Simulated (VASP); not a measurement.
# Ca (Pm-3m) in VASP: a series of runs, part 2 of 2

VASP 6.6.1.

### Step 3. Single point, PBEsol+D3(BJ)

This run uses another cell than the first one, of 38.22 Å³/atom, 1.015 times its volume.

INCAR

```
  ALGO = Normal
  EDIFF = 1E-6
  ENCUT = 500
  GGA = PS
  GGA_COMPAT = F
  ISIF = 2
  ISMEAR = 0
  IVDW = 12
  LASPH = T
  LCHARG = T
  LELF = T
  LREAL = F
  LVHAR = T
  LWAVE = F
  NBANDS = 11
  NELM = 120
  PREC = Accurate
  SIGMA = 0.05
```

KPOINTS

```
k-points
0
Gamma
  6 6 6
```

POSCAR

```
Ca
1.0
    3.3684701848      0.0000000000      0.0000000000
    0.0000000000      3.3684701848      0.0000000000
    0.0000000000      0.0000000000      3.3684701848
Ca
1
Direct
    0.0000000000      0.0000000000      0.0000000000
```

Potentials or basis: VASP PAW PBE potentials, release 64 (Ca_sv).

Started as:

```console
cat potpaw_PBE.64/Ca_sv/POTCAR > POTCAR
mpirun -np 1 vasp_std > vasp.out
```

OUTCAR:

```text
EDIFF = 1E-6
   ENCUT = 500
   GGA = PS
   ISIF = 2
   ISMEAR = 0
   IVDW = 12
   LASPH = T
   LREAL = F
   NELM = 120
   PREC = Accurate
 IVDW          = 12

 ion  position               nearest neighbor table
   1  0.000  0.000  0.000-

  LATTYP: Found a simple cubic cell.
 ALAT       =     3.3684701848

  Lattice vectors:

 A1 = (   3.3684701848,   0.0000000000,   0.0000000000)
 A2 = (   0.0000000000,   3.3684701848,   0.0000000000)
 A3 = (   0.0000000000,   0.0000000000,   3.3684701848)

Analysis of symmetry for initial positions (statically):
=====================================================================
 Subroutine PRICEL returns:
 Original cell was already a primitive cell.

 Routine SETGRP: Setting up the symmetry group for a
 simple cubic supercell.

 Subroutine GETGRP returns: Found 48 space group operations
 (whereof 48 operations were pure point group operations)
 out of a pool of 48 trial point group operations.

The static configuration has the point symmetry O_h .

Analysis of symmetry for dynamics (positions and initial velocities):
=====================================================================
 Subroutine PRICEL returns:
 Original cell was already a primitive cell.

 Routine SETGRP: Setting up the symmetry group for a
 simple cubic supercell.

 Subroutine GETGRP returns: Found 48 space group operations
 (whereof 48 operations were pure point group operations)
 out of a pool of 48 trial point group operations.

The dynamic configuration has the point symmetry O_h .

 Subroutine INISYM returns: Found 48 space group operations
 (whereof 48 operations are pure point group operations),
 and found     1 'primitive' translations

----------------------------------------------------------------------------------------

                                     Primitive cell

  volume of cell :      38.2207

  direct lattice vectors                    reciprocal lattice vectors
     3.368470185  0.000000000  0.000000000     0.296870670  0.000000000  0.000000000
     0.000000000  3.368470185  0.000000000     0.000000000  0.296870670  0.000000000
     0.000000000  0.000000000  3.368470185     0.000000000  0.000000000  0.296870670

  length of vectors
     3.368470185  3.368470185  3.368470185     0.296870670  0.296870670  0.296870670

  position of ions in fractional coordinates (direct lattice)
     0.000000000  0.000000000  0.000000000

  ion indices of the primitive-cell ions
   primitive index   ion index
                 1           1

----------------------------------------------------------------------------------------

 KPOINTS: k-points

Automatic generation of k-mesh.
 Grid dimensions read from file:
 generate k-points for:    6    6    6

 Generating k-lattice:

  Cartesian coordinates                     Fractional coordinates (reciprocal lattice)
     0.049478445  0.000000000  0.000000000     0.166666667  0.000000000  0.000000000
     0.000000000  0.049478445  0.000000000     0.000000000  0.166666667  0.000000000
     0.000000000  0.000000000  0.049478445     0.000000000  0.000000000  0.166666667

  Length of vectors
     0.049478445  0.049478445  0.049478445

  Shift w.r.t. Gamma in fractional coordinates (k-lattice)
     0.000000000  0.000000000  0.000000000

 Subroutine IBZKPT returns following result:
 ===========================================

 Found     20 irreducible k-points:

 Following reciprocal coordinates:
            Coordinates               Weight
  0.000000  0.000000  0.000000      1.000000
  0.166667  0.000000  0.000000      6.000000
  0.333333  0.000000  0.000000      6.000000
  0.500000  0.000000  0.000000      3.000000
  0.166667  0.166667  0.000000     12.000000
  0.333333  0.166667  0.000000     24.000000
[... 12 lines left out ...]
  0.500000  0.500000  0.333333      6.000000
  0.500000  0.500000  0.500000      1.000000
   k-points           NKPTS =     20   k-points in BZ     NKDIM =     20   number of bands    NBANDS=     11
   number of dos      NEDOS =    301   number of ions     NIONS =      1
   total plane-waves  NPLWV =  21952
   dimension x,y,z NGX =    28 NGY =   28 NGZ =   28
   dimension x,y,z NGXF=    56 NGYF=   56 NGZF=   56
   ions per type =               1
   NGX,Y,Z   is equivalent  to a cutoff of  13.82, 13.82, 13.82 a.u.
   NGXF,Y,Z  is equivalent  to a cutoff of  27.64, 27.64, 27.64 a.u.
 SYSTEM =  unknown system
   PREC   = accura    normal or accurate (medium, high low for compatibility)
   ISTART =      0    job   : 0-new  1-cont  2-samecut
   ICHARG =      2    charge: 1-file 2-atom 10-const
   ISPIN  =      1    spin polarized calculation?
   LNONCOLLINEAR =      F non collinear calculations
   LSORBIT =      F    spin-orbit coupling
   LASPH  =      T    aspherical Exc in radial PAW
   ENCUT  =  500.0 eV  36.75 Ry    6.06 a.u.   6.14  6.14  6.14*2*pi/ulx,y,z
   NELM   =    120;   NELMIN=  2; NELMDL= -5     # of ELM steps
   EDIFF  = 0.1E-05   stopping-criterion for ELM
   LREAL  =      F    real-space projection
   EDIFFG = 0.1E-04   stopping-criterion for IOM
   NSW    =      0    number of steps for IOM
   IBRION =     -1    ionic relax: 0-MD 1-quasi-New 2-CG
   NFREE  =      0    steps in history (QN), initial steepest desc. (CG)
   ISIF   =      2    stress and relaxation
   ISYM   =      2    0-nonsym 1-usesym 2-fastsym
   POTIM  = 0.5000    time-step for ionic-motion
   TEBEG  =    0.0;   TEEND  =   0.0 temperature during run
   PSTRESS=    0.0 pullay stress
   NELECT =      10.0000    total number of electrons
   NUPDOWN=      -1.0000    fix difference up-down
   EMIN   =  10.00;   EMAX   =-10.00  energy-range for DOS
   EFERMI =   0.00;   METHOD = LEGACY
   ISMEAR =     0;   SIGMA  =   0.05  broadening in eV -4-tet -1-fermi 0-gaus
   EFERMI_NEDOS =   21; number of points for ismear=-14 and -15
   IALGO  =     38    algorithm
   IMIX   =      4    mixing-type and parameters
     AMIX     =   0.40;   BMIX     =  1.00
     AMIX_MAG =   1.60;   BMIX_MAG =  1.00
  volume/ion in A,a.u.               =      38.22       257.93
  Fermi-wavevector in a.u.,A,eV,Ry     =   1.047069  1.978674 14.916805  1.096354
  Thomas-Fermi vector in A             =   2.181934
   LORBIT       =      0    0 simple, 1 ext, 2 COOP (PROOUT), +10 PAW based schemes
   GGA     = PS    functional components
   LHFCALC =     F    Hartree Fock is set to
   AEXX    =    0.0000 exact exchange contribution
   IVDW    =    12    specifies the selected vdW correction
   LEPSILON=     F    determine dielectric tensor
   LRPA    =     F    only Hartree local field effects (RPA)
 non-spin polarized calculation
 Gauss-broadening in eV      SIGMA  =   0.05
  energy-cutoff  :      500.00
  volume of cell :       38.22
 maximum number of plane-waves:       992
 NGX is ok and might be reduce to    28
   NGX = 13   NGY = 13   NGZ = 13

 number of electron      10.0000001 magnetization

 Free energy of the ion-electron system (eV)
  ---------------------------------------------------
  ext. energy  EPLUGINS =         0.00000000
  ---------------------------------------------------
  free energy    TOTEN  =        -1.72932374 eV

  energy without entropy =       -1.72762802  energy(sigma->0) =       -1.72847588

 E-fermi :   1.9522     XC(G=0):  -8.1125

 val. band max:        1.8666895880   @ k =   0.3333   0.3333   0.3333
 cond. band min:       1.9653681416   @ k =   0.5000   0.1667   0.1667
 fundamental gap:      0.0986785535
 Fermi energy:         1.9521976371

 k-point     1 :       0.0000    0.0000    0.0000
  band No.  band energies     occupation
      1     -39.6464      2.00000
      2     -20.5707      2.00000
      3     -20.5707      2.00000
      4     -20.5707      2.00000
      5      -1.8391      2.00000
      6       2.9588      0.00000
      7       2.9588      0.00000
      8       6.6904      0.00000
      9       6.6904      0.00000
     10       6.6904      0.00000
     11      11.6203      0.00000
[... 253 lines left out ...]
 k-point    20 :       0.5000    0.5000    0.5000
  band No.  band energies     occupation
      1     -39.5558      2.00000
      2     -20.8062      2.00000
      3     -20.8062      2.00000
      4     -20.8062      2.00000
      5       2.7913      0.00000
      6       2.7913      0.00000
      7       2.7913      0.00000
      8       7.5654      0.00000
      9       7.5654      0.00000
     10       8.1352      0.00000
     11       8.4805      0.00000

------------------------ aborting loop because EDIFF is reached ----------------------------------------

 Edisp (eV)   -0.26676

 E8    (eV) :    -0.1933

  FORCE on cell =-STRESS in cart. coord.  units (eV):
  Direction    XX          YY          ZZ          XY          YZ          ZX
  --------------------------------------------------------------------------------------
  -------------------------------------------------------------------------------------
  Total      -0.02423    -0.02423    -0.02423     0.00000     0.00000     0.00000
  in kB      -1.01583    -1.01583    -1.01583     0.00000     0.00000     0.00000
  external pressure =       -1.02 kB  Pullay stress =        0.00 kB

 VOLUME and BASIS-vectors are now :
 -----------------------------------------------------------------------------
  energy-cutoff  :      500.00
  volume of cell :       38.22
      direct lattice vectors                 reciprocal lattice vectors
     3.368470185  0.000000000  0.000000000     0.296870670  0.000000000  0.000000000
     0.000000000  3.368470185  0.000000000     0.000000000  0.296870670  0.000000000
     0.000000000  0.000000000  3.368470185     0.000000000  0.000000000  0.296870670

 POSITION                                       TOTAL-FORCE (eV/Angst)
 -----------------------------------------------------------------------------------
      0.00000      0.00000      0.00000         0.000000      0.000000      0.000000
 -----------------------------------------------------------------------------------
    total drift:                               -0.000000     -0.000000     -0.000000

  FREE ENERGIE OF THE ION-ELECTRON SYSTEM (eV)
  ---------------------------------------------------
  free  energy   TOTEN  =        -1.9960862638 eV

  energy  without entropy=       -1.9943905406  energy(sigma->0) =       -1.99523840
```

OSZICAR:

```text
N       E                     dE             d eps       ncg     rms          rms(c)
DAV:   1     0.631293051738E+02    0.63129E+02   -0.48845E+03   440   0.795E+02
DAV:   2    -0.536404365113E+00   -0.63666E+02   -0.63096E+02   482   0.206E+02
DAV:   3    -0.170979637907E+01   -0.11734E+01   -0.11660E+01   600   0.280E+01
DAV:   4    -0.174609551121E+01   -0.36299E-01   -0.36255E-01   547   0.411E+00
DAV:   5    -0.174690416374E+01   -0.80865E-03   -0.80861E-03   641   0.497E-01    0.244E+00
DAV:   6    -0.173572820607E+01    0.11176E-01   -0.72749E-03   544   0.103E+00    0.145E+00
DAV:   7    -0.172937080613E+01    0.63574E-02   -0.15998E-02   594   0.146E+00    0.124E-01
DAV:   8    -0.172931911843E+01    0.51688E-04   -0.75311E-04   502   0.225E-01    0.284E-02
DAV:   9    -0.172932353375E+01   -0.44153E-05   -0.96641E-05   684   0.818E-02    0.133E-02
DAV:  10    -0.172932374130E+01   -0.20755E-06   -0.50195E-06   499   0.230E-02
   1 F= -.19960863E+01 E0= -.19952384E+01  d E =-.169572E-02
```

stdout:

```text
POSCAR found type information on POSCAR Ca
 POSCAR found :  1 types and       1 ions
 scaLAPACK will be used
 -----------------------------------------------------------------------------
|                                                                             |
|                                                                             |
|     You enforced a specific xc type in the INCAR file but a different       |
|     I HOPE YOU KNOW WHAT YOU ARE DOING!                                     |
|                                                                             |
 -----------------------------------------------------------------------------

 LDA part: xc-table for (Slater+PW92), standard interpolation
 POSCAR, INCAR and KPOINTS ok, starting setup
 FFT: planning ... GRIDC
 FFT: planning ... GRID_SOFT
 FFT: planning ... GRID
 WAVECAR not read
 entering main loop
```

It took 7 s on 1 thread of Intel Xeon Platinum 8488C (Sapphire Rapids), shared host; peak memory 0.16 GiB.

Results:

```
Free energy                : -1.9961 eV
Pressure                   : -0.1 GPa
Band gap on the k mesh     : zero (band 5 reaches 2.79 eV, above the bottom of band 6 at 1.75 eV)
Dispersion energy per atom : -0.267 eV
```

Caveat: three body term missing; the PAW data sets were made with another functional, which shifts forces and pressure a little; pairwise dispersion overbinds metals, which lowers pressure and volume.

### Step 4. Single point, PBEsol+D3(BJ)

This run uses another cell than the first one, of 38.22 Å³/atom, 1.015 times its volume.

INCAR

```
SYSTEM = Ca
  PREC = Accurate
  ENCUT = 500
  EDIFF = 1E-6
  ISMEAR = 0
  SIGMA = 0.05
  LREAL = .False.
  LASPH = .True.
  NELM = 120
  ALGO = Normal
  ISIF = 2
  LWAVE = .False.
  LCHARG = .True.
  GGA = PS
  IVDW = 12
  LELF = .True.
  LVHAR = .True.
  NBANDS = 11
  GGA_COMPAT = .False.
```

KPOINTS

```
Automatic mesh
0
Gamma
  6 6 6
  0 0 0
```

POSCAR is that of step 3.

Started as:

```console
cat potpaw_PBE.64/Ca_sv/POTCAR > POTCAR
mpirun -np 1 vasp_std > vasp.out
```

Wall time 9.5 s (1 thread of Intel Xeon Platinum 8488C (Sapphire Rapids), shared host); peak memory 0.16 GiB.

The run converged. Its results:

```
Free energy                : -1.9961 eV
Pressure                   : -0.1 GPa
Band gap on the k mesh     : zero (band 5 reaches 2.79 eV, above the bottom of band 6 at 1.75 eV)
Dispersion energy per atom : -0.267 eV
```

Levels at points of the mesh, in eV from the Fermi level:
```csv
k point,band 2,band 3,band 4,band 5,band 6,band 7,band 8,band 9
"(0.00, 0.00, 0.00)",-22.52,-22.52,-22.52,-3.79,1.01,1.01,4.74,4.74
"(0.50, 0.00, 0.00)",-22.84,-22.49,-22.49,-0.92,-0.19,1.57,3.31,3.31
"(0.50, 0.50, 0.00)",-22.80,-22.80,-22.47,-0.34,1.26,2.98,2.98,3.66
"(0.50, 0.50, 0.50)",-22.76,-22.76,-22.76,0.84,0.84,0.84,5.61,5.61
```

Caveat: three body term missing; the PAW data sets were made with another functional, which shifts forces and pressure a little; pairwise dispersion overbinds metals, which lowers pressure and volume.

### Step 5. Single point, PBEsol+D3(BJ)

This run uses another cell than the first one, of 38.79 Å³/atom, 1.030 times its volume.

INCAR

```
PREC = Accurate ; ENCUT = 500
EDIFF = 1E-6 ; ISMEAR = 0
SIGMA = 0.05 ; LREAL = False
LASPH = True ; NELM = 120
ALGO = Normal ; ISIF = 2
LWAVE = False ; LCHARG = True
GGA = PS ; IVDW = 12
LELF = True ; LVHAR = True
NBANDS = 11 ; GGA_COMPAT = False
```

KPOINTS

```
Automatic mesh
0
Gamma
  6 6 6
```

POSCAR

```
Ca
1.0
    3.3852290188      0.0000000000      0.0000000000
    0.0000000000      3.3852290188      0.0000000000
    0.0000000000      0.0000000000      3.3852290188
Ca
1
Direct
    0.0000000000      0.0000000000      0.0000000000
```

Potentials or basis: VASP PAW PBE potentials, release 64 (Ca_sv).

Started as:

```console
cat potpaw_PBE.64/Ca_sv/POTCAR > POTCAR
mpirun -np 1 vasp_std > vasp.out
```

OUTCAR:

```text
PREC = Accurate
   ENCUT = 500
   EDIFF = 1E-6
   ISMEAR = 0
   LREAL = False
   LASPH = True
   NELM = 120
   ISIF = 2
   GGA = PS
   IVDW = 12
 IVDW          = 12

 ion  position               nearest neighbor table
   1  0.000  0.000  0.000-

  LATTYP: Found a simple cubic cell.
 ALAT       =     3.3852290188

  Lattice vectors:

 A1 = (   3.3852290188,   0.0000000000,   0.0000000000)
 A2 = (   0.0000000000,   3.3852290188,   0.0000000000)
[... 454 lines left out ...]
     10       8.0424      0.00000
     11       8.3088      0.00000

------------------------ aborting loop because EDIFF is reached ----------------------------------------

 Edisp (eV)   -0.26282

 E8    (eV) :    -0.1905

  FORCE on cell =-STRESS in cart. coord.  units (eV):
  Direction    XX          YY          ZZ          XY          YZ          ZX
  --------------------------------------------------------------------------------------
  -------------------------------------------------------------------------------------
  Total      -0.05830    -0.05830    -0.05830    -0.00000     0.00000    -0.00000
  in kB      -2.40780    -2.40780    -2.40780    -0.00000     0.00000    -0.00000
  external pressure =       -2.41 kB  Pullay stress =        0.00 kB

 VOLUME and BASIS-vectors are now :
 -----------------------------------------------------------------------------
  energy-cutoff  :      500.00
  volume of cell :       38.79
      direct lattice vectors                 reciprocal lattice vectors
     3.385229019  0.000000000  0.000000000     0.295400989  0.000000000  0.000000000
     0.000000000  3.385229019  0.000000000     0.000000000  0.295400989  0.000000000
     0.000000000  0.000000000  3.385229019     0.000000000  0.000000000  0.295400989

 POSITION                                       TOTAL-FORCE (eV/Angst)
 -----------------------------------------------------------------------------------
      0.00000      0.00000      0.00000         0.000000      0.000000      0.000000
 -----------------------------------------------------------------------------------
    total drift:                               -0.000000     -0.000000     -0.000000

  FREE ENERGIE OF THE ION-ELECTRON SYSTEM (eV)
  ---------------------------------------------------
  free  energy   TOTEN  =        -1.9956551613 eV

  energy  without entropy=       -1.9930858778  energy(sigma->0) =       -1.99437052
```

OSZICAR:

```text
N       E                     dE             d eps       ncg     rms          rms(c)
DAV:   1     0.638310899373E+02    0.63831E+02   -0.49571E+03   440   0.809E+02
DAV:   2    -0.314133072080E+00   -0.64145E+02   -0.63528E+02   488   0.205E+02
DAV:   3    -0.169370600170E+01   -0.13796E+01   -0.13685E+01   607   0.311E+01
DAV:   4    -0.174844101328E+01   -0.54735E-01   -0.54613E-01   572   0.478E+00
DAV:   5    -0.174958911069E+01   -0.11481E-02   -0.11480E-02   618   0.532E-01    0.242E+00
DAV:   6    -0.173896109899E+01    0.10628E-01   -0.71984E-03   509   0.103E+00    0.144E+00
DAV:   7    -0.173288752285E+01    0.60736E-02   -0.15671E-02   594   0.145E+00    0.121E-01
DAV:   8    -0.173282854760E+01    0.58975E-04   -0.77103E-04   511   0.226E-01    0.276E-02
DAV:   9    -0.173283259559E+01   -0.40480E-05   -0.93307E-05   681   0.816E-02    0.121E-02
DAV:  10    -0.173283286598E+01   -0.27039E-06   -0.45283E-06   489   0.219E-02
   1 F= -.19956552E+01 E0= -.19943705E+01  d E =-.256928E-02
```

Wall time 8.1 s (1 thread of Intel Xeon Platinum 8488C (Sapphire Rapids), shared host); peak memory 0.16 GiB.

What came out:

```
Free energy                : -1.9957 eV
Pressure                   : -0.2 GPa
Band gap on the k mesh     : zero (band 5 reaches 2.74 eV, above the bottom of band 6 at 1.69 eV)
Dispersion energy per atom : -0.263 eV
```

Caveat: three body term missing; the PAW data sets were made with another functional, which shifts forces and pressure a little; pairwise dispersion overbinds metals, which lowers pressure and volume.

### Step 6. Overview

| cell | gap on the mesh (eV) | pressure (GPa) |
| --- | --- | --- |
| a = 3.352 Å, 1 atom | none | 0.1 |
| a = 3.368 Å, 1 atom | none | -0.1 |
| a = 3.385 Å, 1 atom | none | -0.2 |

Alike in all rows: task single point; level PBEsol+D3(BJ); potentials or basis VASP PAW PBE potentials, release 64 (Ca_sv); no spin polarisation; k mesh 6 × 6 × 6; cutoff (eV) 500; smearing gaussian 0.05 eV.

Caveats: three body term missing; the PAW data sets were made with another functional, which shifts forces and pressure a little; pairwise dispersion overbinds metals, which lowers pressure and volume.

Total energies depend on the potentials used, so only differences within one code and one set of settings carry meaning.
